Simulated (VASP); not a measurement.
# Cu3P14Pd2Au in VASP: a series of runs, part 3 of 3

VASP 6.6.1. The steps go on from the part before.

## Step 4: Single point, PBE

Input file INCAR:

```
SYSTEM = Cu3P14Pd2Au
  PREC = Accurate
  ENCUT = 400
  EDIFF = 1E-6
  ISMEAR = -1
  SIGMA = 0.0948
  LREAL = Auto
  LASPH = .True.
  NELM = 120
  ALGO = Normal
  ISIF = 2
  LWAVE = .False.
  LCHARG = .True.
  GGA = PE
  LELF = .True.
  LVHAR = .True.
  NBANDS = 83
  ISYM = -1
  GGA_COMPAT = .False.
```

Input file KPOINTS:

```
explicit points
1
Reciprocal
  0.25000000   0.25000000   0.25000000 1
```

Input file POSCAR:

```
Cu3P14Pd2Au
1.0
    6.7193520000     -0.0002850000      0.1347800000
   -0.0002850000      6.4739890000     -0.0745910000
    0.1347800000     -0.0745910000      6.2227980000
P Cu Pd Au
14 3 2 1
Direct
    0.4423683061      0.1492304450      1.0082072161
    0.8143147116      0.5004346761      0.8072891947
    0.9445388767      0.6683332278      0.4267642456
    0.3283447458      0.0732081640      0.6568254932
   -0.0664611407      0.2821368223      0.2725345576
    0.5773430035      0.3817159340      0.5992574857
    0.2143632894      0.0672659438      0.2862796687
    0.9936198091      0.1936088242      0.8631097133
    0.3409701775      0.5608505417      0.3558480353
    0.9840306525     -0.0394217274      0.5562430024
    0.6511910885      0.0487673960      0.3280958299
    0.5992480065      0.7621422903      0.5143116182
    0.1008939491      0.7188978010      0.8482484598
    0.1067676482      0.5425453387      0.1204719896
    0.0943131152      0.3906151937      0.5862984555
    0.8845180161      0.8505744903      0.1206151740
    0.3440842526      0.4403961081      0.8760372602
    0.7077701810      0.9989921483      0.8114982293
    0.3825831031      0.8211262106      0.1198136392
    0.6529335161      0.4944492244      0.1441964021
```

Potentials or basis: VASP PAW PBE potentials, release 64 (P, Cu, Pd, Au).

Command:

```
$ cat potpaw_PBE.64/P/POTCAR potpaw_PBE.64/Cu/POTCAR potpaw_PBE.64/Pd/POTCAR potpaw_PBE.64/Au/POTCAR > POTCAR
$ mpirun -np 1 vasp_std > vasp.out
```

OUTCAR:

```text
SYSTEM = Cu3P14Pd2Au
   PREC = Accurate
   ENCUT = 400
   EDIFF = 1E-6
   ISMEAR = -1
   LREAL = Auto
   LASPH = .True.
   NELM = 120
   ISIF = 2
   GGA = PE
   ISYM = -1

 ion  position               nearest neighbor table
   1  0.442  0.149  0.008-  17 2.19  19 2.28  18 2.32   7 2.33   4 2.39  11 2.58  20 2.78
   2  0.814  0.500  0.807-   6 2.22  20 2.32   8 2.36  15 2.38  13 2.41   3 2.74  14 2.83  12 2.94
[... 270 lines left out ...]
  -------------------------------------------------------------------------------------
  Total       29.5782208     41.0435433     42.9138401      1.7617963      1.1377070      1.4612612
  in kB      175.1645819    243.0631353    254.1391819     10.4334984      6.7375915      8.6537056
  external PRESSURE =     224.1222997 kB  Pullay stress =       0.0000000 kB

 VOLUME and BASIS-vectors are now :
 -----------------------------------------------------------------------------
  energy-cutoff  :      400.00
  volume of cell :      270.54
      direct lattice vectors                 reciprocal lattice vectors
     6.719352000 -0.000285000  0.134780000     0.148888565 -0.000030605 -0.003225154
    -0.000285000  6.473989000 -0.074591000    -0.000030605  0.154485614  0.001852440
     0.134780000 -0.074591000  6.222798000    -0.003225154  0.001852440  0.160791474

 POSITION                                       TOTAL-FORCE (eV/Angst)
 -----------------------------------------------------------------------------------
      2.97349      0.96538      0.09956        -0.081792     -0.101302      0.251636
      5.58033      3.17936      5.09602         0.953800      0.133654      0.584306
      6.40402      4.29468      2.73312        -0.600951     -1.220805     -0.921961
      2.29477      0.42486      4.12609         0.517526      0.459416      0.530367
      6.30943      1.80596      1.80070        -0.086478     -0.435283     -0.669802
      3.96003      2.42636      3.77840        -0.991864     -0.385289     -0.274003
[... 12 lines left out ...]
      2.58663      5.30692      0.73589         0.536005     -1.637167     -2.349038
      4.40658      3.19012      0.94843        -0.741810      0.344845     -0.271989
 -----------------------------------------------------------------------------------
    total drift:                               -0.004412      0.002543      0.001874

  FREE ENERGIE OF THE ION-ELECTRON SYSTEM (eV)
  ---------------------------------------------------
  free  energy   TOTEN  =       -91.7576175684 eV

  energy  without entropy=      -91.5737270336  energy(sigma->0) =      -91.66567230
```

It took 48 s on 1 thread of Intel Xeon Platinum 8559C (Emerald Rapids), shared host; peak memory 0.27 GiB.

Results:

| Item | Value |
| --- | --- |
| Free energy | -91.7576 eV |
| Pressure | 22.4 GPa |
| Largest force | 2.913 eV/Å |

Forces in eV/Å, atoms in the order of the input:
```
P   -0.082 -0.101  0.252
P    0.954  0.134  0.584
P   -0.601 -1.221 -0.922
P    0.518  0.459  0.530
P   -0.086 -0.435 -0.670
P   -0.992 -0.385 -0.274
P   -0.648  1.258  0.484
P   -0.169  0.531  0.541
P    0.723 -0.976  1.673
P    0.246  1.608  0.565
P    0.467 -0.075 -0.744
P   -0.253  0.190  1.728
P    0.378  0.200 -1.471
P   -0.519 -0.742  1.110
Cu   0.470  0.422 -0.081
Cu   0.121  0.333 -0.025
Cu  -0.090  0.766 -0.635
Pd  -0.233 -0.672 -0.024
Pd   0.536 -1.637 -2.349
Au  -0.742  0.345 -0.272
```

Levels at points of the mesh, in eV from the Fermi level:
```
           k point  band 63  band 64  band 65  band 66  band 67  band 68  band 69  band 70  band 71  band 72
(0.25, 0.25, 0.25)    -1.14    -0.90    -0.81    -0.51    -0.16     0.17     0.38     0.88     1.20     1.33
```

Caveat: the atoms stand as in a frame of molecular dynamics; spin-orbit coupling is left out, which moves the levels of the heavy elements.

## Step 5: Single point, PBE

Input file INCAR:

```
SYSTEM = Cu3P14Pd2Au
PREC = Accurate ; ENCUT = 400
EDIFF = 1E-6 ; ISMEAR = -1
SIGMA = 0.0948 ; LREAL = Auto
LASPH = .TRUE. ; NELM = 120
ALGO = Normal ; ISIF = 2
LWAVE = .FALSE. ; LCHARG = .FALSE.
GGA = PE ; ISYM = -1
NBANDS = 83 ; GGA_COMPAT = .FALSE.
```

KPOINTS is that of step 4.

Input file POSCAR:

```
Cu3P14Pd2Au
1.0
    6.7193520000     -0.0002850000      0.1347800000
   -0.0002850000      6.4739890000     -0.0745910000
    0.1347800000     -0.0745910000      6.2227980000
P Cu Pd Au
14 3 2 1
Direct
    0.4616691180      0.1813924763      1.0147379816
    0.8484243660      0.5762197329      0.7952757216
    0.8970450775      0.6759559842      0.4430554386
    0.3312701370      0.0890061310      0.6357375681
   -0.0624715730      0.2889945681      0.2220570734
    0.5885782954      0.3338939820      0.5842959876
    0.2029619146      0.0674549532      0.2705792998
    0.9681506952      0.2510968532      0.8520644917
    0.4044893206      0.5756244497      0.4017653044
    1.0077820850     -0.0013826099      0.6083546341
    0.6355045607      0.0657387343      0.2556973910
    0.5577543265      0.8320741677      0.5133735847
    0.1529786416      0.7277427757      0.8044150879
    0.1088499946      0.5557627457      0.2099566942
    0.0959117303      0.4367974397      0.5636133737
    0.9260000041      0.8667654373      0.1159522807
    0.3145931668      0.4366435556      0.8740185384
    0.6799768465      0.9756918973      0.8249093985
    0.3565693440      0.8178038358      0.0600396140
    0.6626792239      0.5722903852      0.1094608577
```

Command:

```
$ cat potpaw_PBE.64/P/POTCAR potpaw_PBE.64/Cu/POTCAR potpaw_PBE.64/Pd/POTCAR potpaw_PBE.64/Au/POTCAR > POTCAR
$ mpirun -np 1 vasp_std > vasp.out
```

Run time: 45 s. Hardware: 1 thread of Intel Xeon Platinum 8559C (Emerald Rapids), shared host; peak memory 0.27 GiB.

The run converged. Its results:

* Free energy: -92.7352 eV
* Pressure: 23.0 GPa
* Largest force: 2.674 eV/Å

Forces on the atoms (eV/Å):
```
P   -2.037  0.152  0.681
P   -0.388 -0.042  0.354
P   -1.080  1.585 -0.527
P    1.947 -0.047 -0.567
P   -0.411 -1.749 -0.090
P   -0.928  0.614  0.336
P   -0.463  1.270 -0.003
P    0.115 -0.224  0.644
P   -0.337 -2.480 -0.800
P   -1.466 -1.204 -0.056
P    1.947 -0.949  1.252
P   -0.248  2.485  0.955
P   -1.400 -0.055 -0.982
P    1.646  1.426 -1.321
Cu   0.970 -0.919 -0.115
Cu   0.366  0.286  0.061
Cu   0.217  0.315 -0.338
Pd   1.946  0.377  0.034
Pd  -0.045 -0.009 -0.189
Au  -0.350 -0.832  0.673
```

Stress tensor (GPa, compression positive):
```
21.88 -2.20  1.71
-2.20 19.99  4.61
 1.71  4.61 27.05
```

Levels at points of the mesh, in eV from the Fermi level:
```
           k point  band 63  band 64  band 65  band 66  band 67  band 68  band 69  band 70  band 71  band 72
(0.25, 0.25, 0.25)    -1.53    -1.16    -0.98    -0.64    -0.25     0.26     0.54     0.71     1.04     1.15
```

Caveat: the atoms stand as in a frame of molecular dynamics; spin-orbit coupling is left out, which moves the levels of the heavy elements.

## Step 6: Single point, PBE

Input file INCAR:

```
SYSTEM = Cu3P14Pd2Au
ALGO = Normal
EDIFF = 1E-6
ENCUT = 400
GGA = PE
GGA_COMPAT = .FALSE.
ISIF = 2
ISMEAR = -1
ISYM = -1
LASPH = .TRUE.
LCHARG = .FALSE.
LREAL = Auto
LWAVE = .FALSE.
NBANDS = 83
NELM = 120
PREC = Accurate
SIGMA = 0.0948
```

KPOINTS is that of step 5.

Input file POSCAR:

```
Cu3P14Pd2Au
1.0
    6.7193520000     -0.0002850000      0.1347800000
   -0.0002850000      6.4739890000     -0.0745910000
    0.1347800000     -0.0745910000      6.2227980000
P Cu Pd Au
14 3 2 1
Direct
    0.4739243802      0.1985461871      1.0505257009
    0.8118986215      0.5787616170      0.7570880031
    0.8695505692      0.6591191166      0.3803419825
    0.3592306688      0.0585524539      0.6984966211
    0.0552965550      0.2642249476      0.0994308241
    0.5495838111      0.3124920711      0.5929884258
    0.2383466192      0.0457107897      0.3235138367
    0.9483793614      0.1853544230      0.7495033908
    0.4165220232      0.5520432323      0.3825140425
    1.0136866952     -0.0709420784      0.5391382890
    0.7059999071      0.1264453858      0.2752051441
    0.5914813486      0.8646679897      0.4718730375
    0.1224552095      0.6803901323      0.7354819275
    0.1360640446      0.6177704508      0.1930839477
    0.1145376374      0.3788552732      0.4867507849
    0.9433430369      0.9503608439      0.0823262448
    0.2757765659      0.4124098252      0.8690066584
    0.6999826732      0.9822780682      0.8173762733
    0.3496510662      0.8506826512     -0.0038814856
    0.6843630859      0.5926750210      0.1129428861
```

Potentials or basis: VASP PAW PBE potentials, release 64 (P, Cu, Pd, Au).

Command:

```
$ cat potpaw_PBE.64/P/POTCAR potpaw_PBE.64/Cu/POTCAR potpaw_PBE.64/Pd/POTCAR potpaw_PBE.64/Au/POTCAR > POTCAR
$ mpirun -np 1 vasp_std > vasp.out
```

It took 47 s on 1 thread of Intel Xeon Platinum 8559C (Emerald Rapids), shared host; peak memory 0.27 GiB.

The run converged. Its results:

- Free energy: -92.1780 eV
- Pressure: 23.7 GPa
- Largest force: 4.191 eV/Å

Forces in eV/Å, atoms in the order of the input:
```
P    0.347  0.420  1.258
P   -0.260 -0.596  0.440
P    1.598  0.060  2.361
P   -0.258 -0.434 -0.769
P   -0.104  1.708  1.083
P    0.501  0.942  0.278
P    1.237  1.237 -1.823
P    1.769  2.364 -0.228
P   -0.225  0.367 -0.181
P    0.059 -0.944  0.316
P   -0.244  0.630  0.391
P   -1.480 -0.295  0.291
P    0.085  0.344  0.603
P    0.468 -0.139  0.183
Cu  -0.456 -0.137  0.020
Cu   0.781 -1.916  0.276
Cu   1.145  0.250 -0.721
Pd  -2.253 -1.492 -0.325
Pd  -0.362 -0.932 -0.293
Au  -2.350 -1.436 -3.160
```

Stress tensor (GPa, compression positive):
```
27.77  2.57  2.00
 2.57 19.22  4.90
 2.00  4.90 24.20
```

Levels at points of the mesh, in eV from the Fermi level:
| k point | band 64 | band 65 | band 66 | band 67 | band 68 | band 69 | band 70 | band 71 |
| --- | --- | --- | --- | --- | --- | --- | --- | --- |
| (0.25, 0.25, 0.25) | -1.10 | -0.87 | -0.44 | -0.15 | 0.16 | 0.35 | 0.80 | 0.91 |

Caveat: the atoms stand as in a frame of molecular dynamics; spin-orbit coupling is left out, which moves the levels of the heavy elements.

## Step 7: Summary

| cell | smearing | pressure (GPa) | largest force (eV/Å) |
| --- | --- | --- | --- |
| as given, atomic positions A | fermi-dirac 0.1318 eV | 26.8 | 3.44 |
| as given, atomic positions B | fermi-dirac 0.1318 eV | 27.7 | 3.14 |
| as given, atomic positions C | fermi-dirac 0.0948 eV | 22.4 | 2.91 |
| as given, atomic positions D | fermi-dirac 0.0948 eV | 23.0 | 2.67 |
| as given, atomic positions E | fermi-dirac 0.0948 eV | 23.7 | 4.19 |

Alike in all rows: task single point; level PBE; potentials or basis VASP PAW PBE potentials, release 64 (P, Cu, Pd, Au); no spin polarisation; k mesh 1 × 1 × 1, shifted; cutoff (eV) 400.

Caveats: the atoms stand as in a frame of molecular dynamics; spin-orbit coupling is left out, which moves the levels of the heavy elements.

Total energies depend on the potentials used, so only differences within one code and one set of settings carry meaning.
